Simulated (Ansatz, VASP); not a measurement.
SiGe3: VASP beside Ansatz

```xyz
4
Lattice="2.8213 0.0000 0.0000 -1.4106 2.4433 0.0000 0.0000 0.0000 10.5973" Properties=species:S:1:pos:R:3 pbc="T T T"
Si    0.0000    0.0000    0.0000
Ge    0.0000    0.0000    2.6493
Ge    0.0000    0.0000    5.2987
Ge    0.0000    0.0000    7.9480
```

Alike in both runs: task relaxation of cell and atoms; functional PBE; k mesh 6 × 6 × 2; occupations gaussian, width 0.1 eV; no spin polarisation.

```csv
,VASP,Ansatz
version,VASP 6.6.1,Ansatz 0.2.0
potentials or method,"VASP PAW PBE potentials, release 64 (Si, Ge_d), cutoff 600 eV","scalar-relativistic, plane waves, PAW"
valence electrons in the cell,46,46
```

Ansatz gave:

- gap on the k mesh at the Fermi level, each at its own relaxed structure (eV): none
- relaxed volume (Å³/atom): 18.71
- relaxed length of the cell vector where the two differ most in proportion (Å): 11.129

Question: Estimate VASP's values.

Answer: gap on the k mesh at the Fermi level, each at its own relaxed structure (eV): none; relaxed volume (Å³/atom): 18.77; relaxed length of the cell vector where the two differ most in proportion (Å): 11.207.

A gap of «none» marks a metal or a gap that the smearing closes.

The k mesh is coarse, so the values compare programs but aren't converged. Noted on VASP's run: too few bands were computed for a metal, which touches its energy and stress.
